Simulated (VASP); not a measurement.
Input of a VASP 6.6.1 run:

File INCAR:

```
PREC     = Accurate       # precision mode
ENCUT    = 630            # plane-wave cutoff, eV
EDIFF    = 1E-7           # SCF threshold, eV
ISMEAR   = 0              # smearing method
SIGMA    = 0.1            # smearing width, eV
LREAL    = F              # projectors in reciprocal space
LASPH    = T              # aspherical terms in the spheres
NELM     = 120            # most SCF steps
ALGO     = Normal         # electronic algorithm
ISIF     = 8              # what is computed and relaxed
LWAVE    = F              # write WAVECAR
LCHARG   = F              # write CHGCAR
IBRION   = 2              # ionic algorithm
NSW      = 80             # ionic steps
EDIFFG   = -0.02          # ionic threshold
GGA_COMPAT= F            
NELMIN   = 4
```

File KPOINTS:

```
Automatic mesh
0
Gamma
  9 9 4
```

The input POSCAR:

```
Cd
1.0
    2.9788700000      0.0000000000      0.0000000000
   -1.4894350000      2.5797770000      0.0000000000
    0.0000000000      0.0000000000      5.6176500000
Cd
2
Direct
    0.3333333333      0.6666666667      0.2500000000
    0.6666666667      0.3333333333      0.7500000000
```

Potentials or basis: VASP PAW LDA potentials, release 64 (Cd_sv_GW).

Launch:

```console
$ cat potpaw_LDA.64/Cd_sv_GW/POTCAR > POTCAR
$ mpirun -np 1 vasp_std > vasp.out
```

Task: Predict the relaxed cell.

Result: a = 2.911 Å, b = 2.911 Å, c = 5.489 Å, α = 90.00°, β = 90.00°, γ = 120.00°.

Task: Predict the band gap on the k mesh.

Result: Zero (bands 20 and 21 overlap by 4.06 eV).

Task: What does it give for the space group after relaxing (to 0.1 Å)?

Result: P6_3/mmc (No. 194).

Task: Predict the relaxed volume.

Result: 20.13 Å³/atom.

Stress tensor (GPa, compression positive):
```
-0.68  0.00  0.00
 0.00 -0.68  0.00
 0.00  0.00  1.31
```

LDA usually gives volumes a few per cent too small. Zero-point motion and thermal expansion aren't in these numbers.
